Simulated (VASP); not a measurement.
# P in VASP: further runs

Runs on P. Level: PBE. Tasks: single point, relaxation of cell and atoms.

All numbers are computed with VASP 6.6.1; they aren't measurements. Logs are shortened: lines on timing, memory, paths and dates and some standing lists are left out, and cuts for length are marked.

## (1) The cell of the first run

The structure is cubic, space group Pm-3m (No. 221). The conventional cell has a = 2.446 Å, b = 2.446 Å, c = 2.446 Å, α = 90.00°, β = 90.00°, γ = 90.00°. Within 3.2 Å of P (site symmetry m-3m) lie 6 P at 2.45 Å.

This isn't the form of P at room conditions, which is orthorhombic.

## (2) Single point, PBE

The input, INCAR:

```
  PREC = Accurate
  ENCUT = 520
  EDIFF = 1E-6
  ISMEAR = 0
  SIGMA = 0.1
  LREAL = False
  LASPH = True
  NELM = 80
  ALGO = Normal
  ISIF = 2
  LWAVE = False
  LCHARG = False
  GGA = PE
  NBANDS = 8
```

The input, KPOINTS:

```
Automatic mesh
0
Gamma
  8 8 8
```

The input, POSCAR:

```
P
1.0
    2.4463205084      0.0000000000      0.0000000000
    0.0000000000      2.4463205084      0.0000000000
    0.0000000000      0.0000000000      2.4463205084
P
1
Direct
    0.0000000000      0.0000000000      0.0000000000
```

Potentials or basis: VASP PAW PBE potentials, release 64 (P).

Run with:

```
$ cat potpaw_PBE.64/P/POTCAR > POTCAR
$ mpirun -np 1 vasp_std > vasp.out
```

OUTCAR:

```text
PREC = Accurate
   ENCUT = 520
   EDIFF = 1E-6
   ISMEAR = 0
   LREAL = False
   LASPH = True
   NELM = 80
   ISIF = 2
   GGA = PE

 ion  position               nearest neighbor table
   1  0.000  0.000  0.000-

  LATTYP: Found a simple cubic cell.
 ALAT       =     2.4463205084

  Lattice vectors:

 A1 = (   2.4463205084,   0.0000000000,   0.0000000000)
 A2 = (   0.0000000000,   2.4463205084,   0.0000000000)
 A3 = (   0.0000000000,   0.0000000000,   2.4463205084)

Analysis of symmetry for initial positions (statically):
=====================================================================
 Subroutine PRICEL returns:
 Original cell was already a primitive cell.

 Routine SETGRP: Setting up the symmetry group for a
 simple cubic supercell.

 Subroutine GETGRP returns: Found 48 space group operations
 (whereof 48 operations were pure point group operations)
 out of a pool of 48 trial point group operations.

The static configuration has the point symmetry O_h .

Analysis of symmetry for dynamics (positions and initial velocities):
=====================================================================
 Subroutine PRICEL returns:
 Original cell was already a primitive cell.

 Routine SETGRP: Setting up the symmetry group for a
 simple cubic supercell.

 Subroutine GETGRP returns: Found 48 space group operations
 (whereof 48 operations were pure point group operations)
 out of a pool of 48 trial point group operations.

The dynamic configuration has the point symmetry O_h .

 Subroutine INISYM returns: Found 48 space group operations
 (whereof 48 operations are pure point group operations),
 and found     1 'primitive' translations

----------------------------------------------------------------------------------------

                                     Primitive cell

  volume of cell :      14.6400

  direct lattice vectors                    reciprocal lattice vectors
     2.446320508  0.000000000  0.000000000     0.408777180  0.000000000  0.000000000
     0.000000000  2.446320508  0.000000000     0.000000000  0.408777180  0.000000000
     0.000000000  0.000000000  2.446320508     0.000000000  0.000000000  0.408777180

  length of vectors
     2.446320508  2.446320508  2.446320508     0.408777180  0.408777180  0.408777180

  position of ions in fractional coordinates (direct lattice)
     0.000000000  0.000000000  0.000000000

  ion indices of the primitive-cell ions
   primitive index   ion index
                 1           1

----------------------------------------------------------------------------------------

 KPOINTS: Automatic mesh

Automatic generation of k-mesh.
 Grid dimensions read from file:
 generate k-points for:    8    8    8

 Generating k-lattice:

  Cartesian coordinates                     Fractional coordinates (reciprocal lattice)
     0.051097148  0.000000000  0.000000000     0.125000000  0.000000000  0.000000000
     0.000000000  0.051097148  0.000000000     0.000000000  0.125000000  0.000000000
     0.000000000  0.000000000  0.051097148     0.000000000  0.000000000  0.125000000

  Length of vectors
     0.051097148  0.051097148  0.051097148

  Shift w.r.t. Gamma in fractional coordinates (k-lattice)
     0.000000000  0.000000000  0.000000000

 Subroutine IBZKPT returns following result:
 ===========================================

 Found     35 irreducible k-points:

 Following reciprocal coordinates:
            Coordinates               Weight
  0.000000  0.000000  0.000000      1.000000
  0.125000  0.000000  0.000000      6.000000
  0.250000  0.000000  0.000000      6.000000
  0.375000  0.000000  0.000000      6.000000
  0.500000  0.000000  0.000000      3.000000
  0.125000  0.125000  0.000000     12.000000
[... 16 lines left out ...]
  0.375000  0.375000  0.125000     24.000000
  0.500000  0.375000  0.125000     24.000000
 [... further k-points ...]
   k-points           NKPTS =     35   k-points in BZ     NKDIM =     35   number of bands    NBANDS=      8
   number of dos      NEDOS =    301   number of ions     NIONS =      1
   total plane-waves  NPLWV =   5832
   dimension x,y,z NGX =    18 NGY =   18 NGZ =   18
   dimension x,y,z NGXF=    36 NGYF=   36 NGZF=   36
   ions per type =               1
   NGX,Y,Z   is equivalent  to a cutoff of  12.23, 12.23, 12.23 a.u.
   NGXF,Y,Z  is equivalent  to a cutoff of  24.46, 24.46, 24.46 a.u.
 SYSTEM =  unknown system
   PREC   = accura    normal or accurate (medium, high low for compatibility)
   ISTART =      0    job   : 0-new  1-cont  2-samecut
   ICHARG =      2    charge: 1-file 2-atom 10-const
   ISPIN  =      1    spin polarized calculation?
   LNONCOLLINEAR =      F non collinear calculations
   LSORBIT =      F    spin-orbit coupling
   LASPH  =      T    aspherical Exc in radial PAW
   ENCUT  =  520.0 eV  38.22 Ry    6.18 a.u.   4.55  4.55  4.55*2*pi/ulx,y,z
   NELM   =     80;   NELMIN=  2; NELMDL= -5     # of ELM steps
   EDIFF  = 0.1E-05   stopping-criterion for ELM
   LREAL  =      F    real-space projection
   EDIFFG = 0.1E-04   stopping-criterion for IOM
   NSW    =      0    number of steps for IOM
   IBRION =     -1    ionic relax: 0-MD 1-quasi-New 2-CG
   NFREE  =      0    steps in history (QN), initial steepest desc. (CG)
   ISIF   =      2    stress and relaxation
   ISYM   =      2    0-nonsym 1-usesym 2-fastsym
   POTIM  = 0.5000    time-step for ionic-motion
   TEBEG  =    0.0;   TEEND  =   0.0 temperature during run
   PSTRESS=    0.0 pullay stress
   NELECT =       5.0000    total number of electrons
   NUPDOWN=      -1.0000    fix difference up-down
   EMIN   =  10.00;   EMAX   =-10.00  energy-range for DOS
   EFERMI =   0.00;   METHOD = LEGACY
   ISMEAR =     0;   SIGMA  =   0.10  broadening in eV -4-tet -1-fermi 0-gaus
   EFERMI_NEDOS =   21; number of points for ismear=-14 and -15
   IALGO  =     38    algorithm
   IMIX   =      4    mixing-type and parameters
     AMIX     =   0.40;   BMIX     =  1.00
     AMIX_MAG =   1.60;   BMIX_MAG =  1.00
  volume/ion in A,a.u.               =      14.64        98.80
  Fermi-wavevector in a.u.,A,eV,Ry     =   1.144331  2.162471 17.816725  1.309492
  Thomas-Fermi vector in A             =   2.281023
   LORBIT       =      0    0 simple, 1 ext, 2 COOP (PROOUT), +10 PAW based schemes
   GGA     = PE    functional components
   LHFCALC =     F    Hartree Fock is set to
   AEXX    =    0.0000 exact exchange contribution
   IVDW    =     0    specifies the selected vdW correction
   LEPSILON=     F    determine dielectric tensor
   LRPA    =     F    only Hartree local field effects (RPA)
 non-spin polarized calculation
 Gauss-broadening in eV      SIGMA  =   0.10
  energy-cutoff  :      520.00
  volume of cell :       14.64
 maximum number of plane-waves:       413
   NGX =  9   NGY =  9   NGZ =  9

 number of electron       4.9999999 magnetization

 Free energy of the ion-electron system (eV)
  ---------------------------------------------------
  ext. energy  EPLUGINS =         0.00000000
  ---------------------------------------------------
  free energy    TOTEN  =        -5.24353278 eV

  energy without entropy =       -5.23701749  energy(sigma->0) =       -5.24027514

 E-fermi :   9.4600     XC(G=0): -11.2586

 val. band max:        9.4285465335   @ k =   0.3750   0.2500   0.1250
 cond. band min:      10.0087227843   @ k =   0.5000   0.2500   0.0000
 fundamental gap:      0.5801762508
 Fermi energy:         9.4600362039

 k-point     1 :       0.0000    0.0000    0.0000
  band No.  band energies     occupation
      1      -6.8837      2.00000
      2      14.5492      0.00000
      3      14.5492      0.00000
      4      14.5492      0.00000
      5      16.3744      0.00000
      6      16.3744      0.00000
      7      23.7748      0.00000
      8      33.9137      0.00000

 k-point     2 :       0.1250    0.0000    0.0000
  band No.  band energies     occupation
      1      -6.5296      2.00000
      2      10.7480      0.00000
      3      14.8262      0.00000
      4      14.8262      0.00000
      5      16.6538      0.00000
      6      19.6610      0.00000
      7      25.0568      0.00000
      8      31.6891      0.00000

 k-point     3 :       0.2500    0.0000    0.0000
  band No.  band energies     occupation
      1      -5.4875      2.00000
      2       6.4975      2.00000
      3      15.6147      0.00000
      4      15.6147      0.00000
      5      17.4250      0.00000
      6      22.2172      0.00000
      7      28.1270      0.00000
      8      28.1270      0.00000

 k-point     4 :       0.3750    0.0000    0.0000
  band No.  band energies     occupation
      1      -3.8717      2.00000
      2       2.8950      2.00000
      3      16.7029      0.00000
      4      16.7029      0.00000
      5      18.4078      0.00000
      6      24.3484      0.00000
      7      25.1829      0.00000
      8      25.1829      0.00000

 k-point     5 :       0.5000    0.0000    0.0000
  band No.  band energies     occupation
      1      -2.5916      2.00000
      2       0.9454      2.00000
      3      17.3440      0.00000
      4      17.3440      0.00000
      5      18.9213      0.00000
      6      23.9055      0.00000
      7      23.9055      0.00000
      8      26.2400      0.00000

 k-point     6 :       0.1250    0.1250    0.0000
  band No.  band energies     occupation
      1      -6.1758      2.00000
      2      10.5493      0.00000
      3      11.6736      0.00000
      4      15.1020      0.00000
      5      18.5122      0.00000
      6      21.6283      0.00000
      7      25.6492      0.00000
      8      29.4431      0.00000

 k-point     7 :       0.2500    0.1250    0.0000
  band No.  band energies     occupation
      1      -5.1344      2.00000
      2       6.7837      2.00000
      3      12.0714      0.00000
      4      15.8866      0.00000
      5      19.5693      0.00000
      6      23.8064      0.00000
      7      25.3715      0.00000
      8      28.3783      0.00000

 k-point     8 :       0.3750    0.1250    0.0000
  band No.  band energies     occupation
      1      -3.5189      2.00000
      2       3.2120      2.00000
      3      13.2484      0.00000
      4      16.9678      0.00000
      5      20.5220      0.00000
      6      21.7695      0.00000
      7      25.4512      0.00000
      8      26.5890      0.00000

 k-point     9 :       0.5000    0.1250    0.0000
  band No.  band energies     occupation
      1      -2.2354      2.00000
      2       1.2650      2.00000
      3      13.9736      0.00000
      4      17.6033      0.00000
      5      20.0263      0.00000
      6      21.5608      0.00000
      7      24.1824      0.00000
      8      27.8103      0.00000

 k-point    10 :       0.2500    0.2500    0.0000
  band No.  band energies     occupation
      1      -4.0949      2.00000
      2       7.1017      2.00000
      3       8.4846      2.00000
      4      16.6589      0.00000
      5      19.8055      0.00000
      6      22.0020      0.00000
      7      28.6613      0.00000
      8      29.0609      0.00000
[... 78 lines left out ...]
 k-point    18 :       0.3750    0.1250    0.1250
  band No.  band energies     occupation
      1      -3.1667      2.00000
      2       3.5277      2.00000
      3      12.7673      0.00000
      4      14.7289      0.00000
      5      21.4708      0.00000
      6      22.0525      0.00000
      7      23.5961      0.00000
      8      28.1088      0.00000

 k-point    19 :       0.5000    0.1250    0.1250
  band No.  band energies     occupation
      1      -1.8798      2.00000
      2       1.5837      2.00000
      3      13.4069      0.00000
      4      15.6714      0.00000
      5      19.9900      0.00000
      6      20.7592      0.00000
      7      24.0516      0.00000
      8      29.6552      0.00000

 k-point    20 :       0.2500    0.2500    0.1250
  band No.  band energies     occupation
      1      -3.7434      2.00000
      2       7.3976      2.00000
      3       8.6957      2.00000
      4      13.6596      0.00000
      5      20.7657      0.00000
      6      24.6844      0.00000
      7      25.7671      0.00000
      8      25.9396      0.00000

 k-point    21 :       0.3750    0.2500    0.1250
  band No.  band energies     occupation
      1      -2.1277      2.00000
      2       4.4258      2.00000
      3       9.4285      1.34392
      4      14.8606      0.00000
      5      17.5618      0.00000
      6      22.6858      0.00000
      7      25.9455      0.00000
      8      27.0184      0.00000

 k-point    22 :       0.5000    0.2500    0.1250
  band No.  band energies     occupation
      1      -0.8265      2.00000
      2       2.4999      2.00000
      3      10.2042      0.00000
      4      15.8070      0.00000
      5      15.9237      0.00000
      6      21.2895      0.00000
      7      26.5572      0.00000
      8      27.6131      0.00000

 k-point    23 :       0.3750    0.3750    0.1250
  band No.  band energies     occupation
      1      -0.4995      2.00000
      2       5.3148      2.00000
      3       6.4088      2.00000
      4      13.9650      0.00000
      5      16.2159      0.00000
      6      23.8200      0.00000
      7      23.8730      0.00000
      8      27.7118      0.00000

 k-point    24 :       0.5000    0.3750    0.1250
  band No.  band energies     occupation
      1       0.8572      2.00000
      2       3.8041      2.00000
      3       6.7823      2.00000
      4      12.4729      0.00000
      5      16.9128      0.00000
      6      22.4774      0.00000
      7      24.5114      0.00000
      8      28.4625      0.00000

 [... further k-points ...]

------------------------ aborting loop because EDIFF is reached ----------------------------------------

  FORCE on cell =-STRESS in cart. coord.  units (eV):
  Direction    XX          YY          ZZ          XY          YZ          ZX
  --------------------------------------------------------------------------------------
  -------------------------------------------------------------------------------------
  Total       -0.0543250     -0.0543250     -0.0543250      0.0000000      0.0000000     -0.0000000
  in kB       -5.9452553     -5.9452553     -5.9452553      0.0000000      0.0000000     -0.0000000
  external PRESSURE =      -5.9452553 kB  Pullay stress =       0.0000000 kB

 VOLUME and BASIS-vectors are now :
 -----------------------------------------------------------------------------
  energy-cutoff  :      520.00
  volume of cell :       14.64
      direct lattice vectors                 reciprocal lattice vectors
     2.446320508  0.000000000  0.000000000     0.408777180  0.000000000  0.000000000
     0.000000000  2.446320508  0.000000000     0.000000000  0.408777180  0.000000000
     0.000000000  0.000000000  2.446320508     0.000000000  0.000000000  0.408777180

 POSITION                                       TOTAL-FORCE (eV/Angst)
 -----------------------------------------------------------------------------------
      0.00000      0.00000      0.00000         0.000000      0.000000      0.000000
 -----------------------------------------------------------------------------------
    total drift:                                0.000000      0.000000      0.000000

  FREE ENERGIE OF THE ION-ELECTRON SYSTEM (eV)
  ---------------------------------------------------
  free  energy   TOTEN  =        -5.2435327848 eV

  energy  without entropy=       -5.2370174904  energy(sigma->0) =       -5.24027514
```

Wall time 3.5 s (1 thread of Intel Xeon 8259CL, shared host); peak memory 0.11 GiB.

Results:

```
Free energy            : -5.2435 eV
Pressure               : -0.6 GPa
Band gap on the k mesh : zero (an odd number of electrons rules out a gap without spin polarisation)
```

Levels at points of the mesh, in eV from the Fermi level:
| k point | band 1 | band 2 | band 3 | band 4 | band 5 | band 6 | band 7 | band 8 |
| --- | --- | --- | --- | --- | --- | --- | --- | --- |
| (0.00, 0.00, 0.00) | -16.34 | 5.09 | 5.09 | 5.09 | 6.91 | 6.91 | 14.31 | 24.45 |
| (0.50, 0.00, 0.00) | -12.05 | -8.51 | 7.88 | 7.88 | 9.46 | 14.45 | 14.45 | 16.78 |
| (0.50, 0.50, 0.00) | -7.40 | -5.14 | -5.14 | 1.13 | 10.47 | 16.96 | 16.96 | 17.15 |
| (0.50, 0.50, 0.50) | -2.08 | -2.08 | -2.08 | -1.62 | 4.81 | 4.81 | 4.81 | 11.09 |

[end of part 1 of 2]
